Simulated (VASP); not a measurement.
# NaH (P2_1/m) in VASP: a series of runs

NaH is run at these levels: PBE, r2SCAN; tasks: single point.

Everything below comes from runs of VASP 6.6.1. Logs are shortened: lines on timing, memory, paths and dates and some standing lists are left out, and cuts for length are marked.

### 1 The cell of the first run

The structure is monoclinic, space group P2_1/m (No. 11). The conventional cell has a = 3.295 Å, b = 5.831 Å, c = 3.319 Å, α = 90.00°, β = 119.28°, γ = 90.00°. Within 3.4 Å of Na (site symmetry -1) lie 6 H at 2.40 to 2.42 Å and 8 Na at 2.92 to 3.34 Å. Within 3.5 Å of H (site symmetry m) lie 6 Na at 2.40 to 2.42 Å and 12 H at 3.30 to 3.50 Å.

### 2 Single point, PBE (shear xy strain -1.7%)

INCAR reads:

```
PREC = Accurate ; ENCUT = 520
EDIFF = 1E-6 ; ISMEAR = -1
SIGMA = 0.02 ; LREAL = False
LASPH = True ; NELM = 60
ALGO = Normal ; ISIF = 2
LWAVE = False ; LCHARG = False
GGA = PE ; NBANDS = 16
```

KPOINTS reads:

```
regular mesh
0
Gamma
  12 12 4
```

POSCAR reads:

```
NaH
1.0
    3.3191587685     -0.0278809337      0.0000000000
   -1.6837249811      2.8884162795      0.0000000000
    0.0000000000      0.0000000000      5.8309537772
Na H
2 2
Direct
    0.0000000000      0.0000000000      0.0000000000
    0.0000000000      0.0000000000      0.5000000000
    0.3333333333      0.6666666667      0.2500000000
    0.6666666667      0.3333333333      0.7500000000
```

Potentials or basis: VASP PAW PBE potentials, release 64 (Na_pv, H).

Command:

```sh
cat potpaw_PBE.64/Na_pv/POTCAR potpaw_PBE.64/H/POTCAR > POTCAR
mpirun -np 1 vasp_std > vasp.out
```

OUTCAR:

```text
PREC = Accurate
   ENCUT = 520
   EDIFF = 1E-6
   ISMEAR = -1
   LREAL = False
   LASPH = True
   NELM = 60
   ISIF = 2
   GGA = PE

 ion  position               nearest neighbor table
   1  0.000  0.000  0.000-
   2  0.000  0.000  0.500-
   3  0.333  0.667  0.250-
   4  0.667  0.333  0.750-

  LATTYP: Found a simple monoclinic cell.
 ALAT       =     3.2950426610
 B/A-ratio  =     1.7696140467
 C/A-ratio  =     1.0073544436
 COS(beta)  =    -0.4890220276

  Lattice vectors:

 A1 = (   1.6354337874,   2.8605353458,   0.0000000000)
 A2 = (   0.0000000000,   0.0000000000,  -5.8309537772)
 A3 = (  -3.3191587685,   0.0278809337,   0.0000000000)

Analysis of symmetry for initial positions (statically):
=====================================================================
 Subroutine PRICEL returns:
 Original cell was already a primitive cell.

 Routine SETGRP: Setting up the symmetry group for a
 simple monoclinic supercell.

 Subroutine GETGRP returns: Found  4 space group operations
 (whereof  2 operations were pure point group operations)
 out of a pool of  4 trial point group operations.

The static configuration has the point symmetry S_2 .
 The point group associated with its full space group is C_2h.

Analysis of symmetry for dynamics (positions and initial velocities):
=====================================================================
 Subroutine PRICEL returns:
 Original cell was already a primitive cell.

 Routine SETGRP: Setting up the symmetry group for a
 simple monoclinic supercell.

 Subroutine GETGRP returns: Found  4 space group operations
 (whereof  2 operations were pure point group operations)
 out of a pool of  4 trial point group operations.

The dynamic configuration has the point symmetry S_2 .
 The point group associated with its full space group is C_2h.

 Subroutine INISYM returns: Found  4 space group operations
 (whereof  2 operations are pure point group operations),
 and found     1 'primitive' translations

----------------------------------------------------------------------------------------

                                     Primitive cell
[... 85 lines left out ...]
 SYSTEM =  unknown system
   PREC   = accura    normal or accurate (medium, high low for compatibility)
   ISTART =      0    job   : 0-new  1-cont  2-samecut
   ICHARG =      2    charge: 1-file 2-atom 10-const
   ISPIN  =      1    spin polarized calculation?
   LNONCOLLINEAR =      F non collinear calculations
   LSORBIT =      F    spin-orbit coupling
   LASPH  =      T    aspherical Exc in radial PAW
   ENCUT  =  520.0 eV  38.22 Ry    6.18 a.u.   6.17  6.22 10.84*2*pi/ulx,y,z
   NELM   =     60;   NELMIN=  2; NELMDL= -5     # of ELM steps
   EDIFF  = 0.1E-05   stopping-criterion for ELM
   LREAL  =      F    real-space projection
   EDIFFG = 0.1E-04   stopping-criterion for IOM
   NSW    =      0    number of steps for IOM
   IBRION =     -1    ionic relax: 0-MD 1-quasi-New 2-CG
   NFREE  =      0    steps in history (QN), initial steepest desc. (CG)
   ISIF   =      2    stress and relaxation
   ISYM   =      2    0-nonsym 1-usesym 2-fastsym
   POTIM  = 0.5000    time-step for ionic-motion
   TEBEG  =    0.0;   TEEND  =   0.0 temperature during run
   PSTRESS=    0.0 pullay stress
   NELECT =      16.0000    total number of electrons
   NUPDOWN=      -1.0000    fix difference up-down
   EMIN   =  10.00;   EMAX   =-10.00  energy-range for DOS
   EFERMI =   0.00;   METHOD = LEGACY
   ISMEAR =    -1;   SIGMA  =   0.02  broadening in eV -4-tet -1-fermi 0-gaus
   EFERMI_NEDOS =   21; number of points for ismear=-14 and -15
   IALGO  =     38    algorithm
   IMIX   =      4    mixing-type and parameters
     AMIX     =   0.40;   BMIX     =  1.00
     AMIX_MAG =   1.60;   BMIX_MAG =  1.00
  volume/ion in A,a.u.               =      13.91        93.85
  Fermi-wavevector in a.u.,A,eV,Ry     =   1.080645  2.042122 15.888789  1.167793
  Thomas-Fermi vector in A             =   2.216641
   LORBIT       =      0    0 simple, 1 ext, 2 COOP (PROOUT), +10 PAW based schemes
   GGA     = PE    functional components
   LHFCALC =     F    Hartree Fock is set to
   AEXX    =    0.0000 exact exchange contribution
   IVDW    =     0    specifies the selected vdW correction
   LEPSILON=     F    determine dielectric tensor
   LRPA    =     F    only Hartree local field effects (RPA)
 non-spin polarized calculation
  energy-cutoff  :      520.00
  volume of cell :       55.63
 maximum number of plane-waves:      1517
 NGX is ok and might be reduce to    28
   NGX = 13   NGY = 13   NGZ = 21

 number of electron      16.0000007 magnetization

 Free energy of the ion-electron system (eV)
  ---------------------------------------------------
  ext. energy  EPLUGINS =         0.00000000
  ---------------------------------------------------
  free energy    TOTEN  =        -9.99448127 eV

  energy without entropy =       -9.99448127  energy(sigma->0) =       -9.99448127

 E-fermi :  -0.5291     XC(G=0):  -7.8126

 val. band max:       -1.0435109387   @ k =   0.2500   0.2500   0.0000
 cond. band min:       2.3472102140   @ k =   0.0000   0.0000   0.0000
 fundamental gap:      3.3907211527
 Fermi energy:        -0.5291485040

 k-point     1 :       0.0000    0.0000    0.0000
  band No.  band energies     occupation
      1     -23.4505      2.00000
      2     -23.2923      2.00000
      3     -23.2914      2.00000
      4     -23.2731      2.00000
      5     -23.2723      2.00000
      6     -23.2529      2.00000
[... 433 lines left out ...]
      3     -23.3476      2.00000
      4     -23.3259      2.00000
      5     -23.3028      2.00000
      6     -23.2438      2.00000
[... 8 lines left out ...]
     15      13.2475      0.00000
     16      14.1536      0.00000

 [... further k-points ...]
[... 5 lines left out ...]
  --------------------------------------------------------------------------------------
  -------------------------------------------------------------------------------------
  Total        0.1676950      0.1720718      0.2454316      0.1202088      0.0000000      0.0000000
  in kB        4.8298658      4.9559228      7.0687962      3.4621916      0.0000000      0.0000000
  external PRESSURE =       5.6181950 kB  Pullay stress =       0.0000000 kB

 VOLUME and BASIS-vectors are now :
 -----------------------------------------------------------------------------
  energy-cutoff  :      520.00
  volume of cell :       55.63
      direct lattice vectors                 reciprocal lattice vectors
     3.319158768 -0.027880934  0.000000000     0.302763658  0.176487973  0.000000000
    -1.683724981  2.888416279  0.000000000     0.002922478  0.347914065  0.000000000
     0.000000000  0.000000000  5.830953777     0.000000000  0.000000000  0.171498530

 POSITION                                       TOTAL-FORCE (eV/Angst)
 -----------------------------------------------------------------------------------
      0.00000      0.00000      0.00000         0.000000     -0.000000      0.000000
      0.00000      0.00000      2.91548         0.000000     -0.000000      0.000000
     -0.01610      1.91632      1.45774        -0.002847     -0.000420      0.000000
      1.65153      0.94422      4.37322         0.002847      0.000420     -0.000000
 -----------------------------------------------------------------------------------
    total drift:                               -0.000000      0.000000      0.000000

  FREE ENERGIE OF THE ION-ELECTRON SYSTEM (eV)
  ---------------------------------------------------
  free  energy   TOTEN  =        -9.9944812659 eV

  energy  without entropy=       -9.9944812659  energy(sigma->0) =       -9.99448127
```

OSZICAR:

```text
N       E                     dE             d eps       ncg     rms          rms(c)
DAV:   1     0.116082673005E+03    0.11608E+03   -0.83825E+03  7136   0.107E+03
DAV:   2    -0.480808272789E+01   -0.12089E+03   -0.11636E+03  7768   0.307E+02
DAV:   3    -0.107875760533E+02   -0.59795E+01   -0.59664E+01  9256   0.707E+01
DAV:   4    -0.108665444796E+02   -0.78968E-01   -0.78964E-01  8096   0.915E+00
DAV:   5    -0.108679005035E+02   -0.13560E-02   -0.13560E-02  9416   0.114E+00    0.454E+00
DAV:   6    -0.101762339359E+02    0.69167E+00   -0.28454E-01  9808   0.392E+00    0.211E+00
DAV:   7    -0.998461179198E+01    0.19162E+00   -0.36790E-01  9992   0.300E+00    0.484E-01
DAV:   8    -0.999455939982E+01   -0.99476E-02   -0.20730E-02  7704   0.143E+00    0.110E-01
DAV:   9    -0.999452647019E+01    0.32930E-04   -0.22963E-03  9664   0.565E-01    0.354E-02
DAV:  10    -0.999447395047E+01    0.52520E-04   -0.10456E-04  7632   0.738E-02    0.905E-03
DAV:  11    -0.999448162391E+01   -0.76734E-05   -0.10761E-05  8488   0.201E-02    0.686E-03
DAV:  12    -0.999448126591E+01    0.35800E-06   -0.97618E-07  7904   0.604E-03
   1 F= -.99944813E+01 E0= -.99944813E+01  d E =-.882052E-13
```

Wall time 1.7 min (1 thread of Intel Xeon 6975P-C (Granite Rapids), shared host); peak memory 0.29 GiB.

Results:

```
Free energy            : -9.9945 eV
Pressure               : 0.6 GPa
Band gap on the k mesh : 3.39 eV (least direct gap 4.49 eV)
```

Forces in eV/Å, atoms in the order of the input:
```
Na   0.000  0.000  0.000
Na   0.000  0.000  0.000
H   -0.003  0.000  0.000
H    0.003  0.000  0.000
```

Levels at points of the mesh, in eV from the valence-band top:
| k point | band 5 | band 6 | band 7 | band 8 | band 9 | band 10 | band 11 | band 12 |
| --- | --- | --- | --- | --- | --- | --- | --- | --- |
| (0.00, 0.00, 0.00) | -22.23 | -22.21 | -3.66 | -1.18 | 3.39 | 10.41 | 11.44 | 13.80 |
| (0.50, 0.00, 0.00) | -22.25 | -22.20 | -0.76 | -0.22 | 4.45 | 5.97 | 7.12 | 8.68 |
| (0.00, 0.50, 0.00) | -22.25 | -22.20 | -0.80 | -0.25 | 4.40 | 5.91 | 7.06 | 8.64 |
| (0.50, 0.50, 0.00) | -22.25 | -22.20 | -0.85 | -0.29 | 4.34 | 5.85 | 7.00 | 8.60 |
| (0.00, 0.00, 0.50) | -22.24 | -22.24 | -2.72 | -2.72 | 6.62 | 6.62 | 12.02 | 12.02 |
| (0.50, 0.00, 0.50) | -22.26 | -22.26 | -0.45 | -0.45 | 4.41 | 4.41 | 9.79 | 9.79 |
| (0.00, 0.50, 0.50) | -22.26 | -22.26 | -0.49 | -0.49 | 4.35 | 4.35 | 9.80 | 9.80 |
| (0.50, 0.50, 0.50) | -22.26 | -22.26 | -0.53 | -0.53 | 4.29 | 4.29 | 9.80 | 9.80 |

Caveat: the cell differs from its parent crystal (shear xy strain -1.7%).

[end of part 1 of 2]
